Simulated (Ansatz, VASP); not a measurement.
## Two plane-wave programs on Al

The input POSCAR:

```
Al
1.0
    2.8642811953      0.0000000000      0.0000000000
   -1.4321405977      2.4805402787      0.0000000000
    0.0000000000      0.0000000000      4.6401355364
Al
2
Direct
    0.2133333333      0.6066666667      0.1600000000
    0.7866666667      0.3933333333      0.8400000000
```

INCAR.step1

```
SYSTEM = Al
  PREC = Accurate
  ENCUT = 520
  ISMEAR = -1
  SIGMA = 0.05
  LREAL = .False.
  LASPH = .True.
  NELM = 60
  NBANDS = 10
  GGA = PE
  ALGO = Normal
  EDIFF = 1E-4
  LWAVE = .True.
  LCHARG = .False.
```

File INCAR.step2:

```
SYSTEM = Al
  PREC = Accurate
  ENCUT = 520
  EDIFF = 1E-8
  ISMEAR = -1
  SIGMA = 0.05
  LREAL = .False.
  LASPH = .True.
  NELM = 60
  ALGO = Normal
  ISIF = 2
  LWAVE = .False.
  LCHARG = .False.
  METAGGA = R2SCAN
  LMIXTAU = .True.
  LEFG = .True.
  NBANDS = 10
  ISTART = 1
```

The input KPOINTS:

```
regular mesh
0
Gamma
  12 12 7
  0 0 0
```

Input for Ansatz:

```yaml
crystal:
  lattice:
    - [2.8642811953, 0.0, 0.0]
    - [-1.4321405977, 2.4805402787, 0.0]
    - [0.0, 0.0, 4.6401355364]
  atoms:
    - { symbol: Al, position: [0.2133333333, 0.6066666667, 0.16] }
    - { symbol: Al, position: [0.7866666667, 0.3933333333, 0.84] }
kpoints:
  mp_grid: { grid: [12, 12, 7] }
scf:
  occupations: { method: fermi_dirac, width: 0.05 }
hamiltonian:
  xc: r2scan
  pseudopotentials: { kind: paw }
output:
  forces: true
  stress: true
  eigenvalues: true
  efg: { contact_densities: true }
  populations: true
```

Change from the starting cell: shortest bond scaled by 0.64, PAW files.

Alike in both runs: task electric field gradients; functional r2SCAN; k mesh 12 × 12 × 7; occupations fermi-dirac, width 0.05 eV; no spin polarisation.

|  | VASP | Ansatz |
| --- | --- | --- |
| version | VASP 6.6.1 | Ansatz 0.2.0 |
| potentials or method | VASP PAW PBE potentials, release 64 (Al) | PAW with Ansatz's default frozen-core files, scalar-relativistic |
| plane-wave cutoff (eV) | 520 | 500 |
| valence electrons in the cell | 6 | 6 |

```csv
,VASP,Ansatz,Ansatz less VASP
pressure (GPa),42.5,42.9,+0.35
"traceless stress, the component that is largest in VASP (GPa)",45.91,46.07,+0.159
rms of the force components (eV/Å),8.727,8.761,+0.0347
size of Vzz on the site where it differs most (V/Å²),24.1,11.6,-12.48
```

VASP's potentials were made for PBE, not for r2SCAN. Atom by atom the forces differ by 0.035 eV/Å (rms over components). Both programs put the cell under a high pressure, so it lies far from rest at this level.
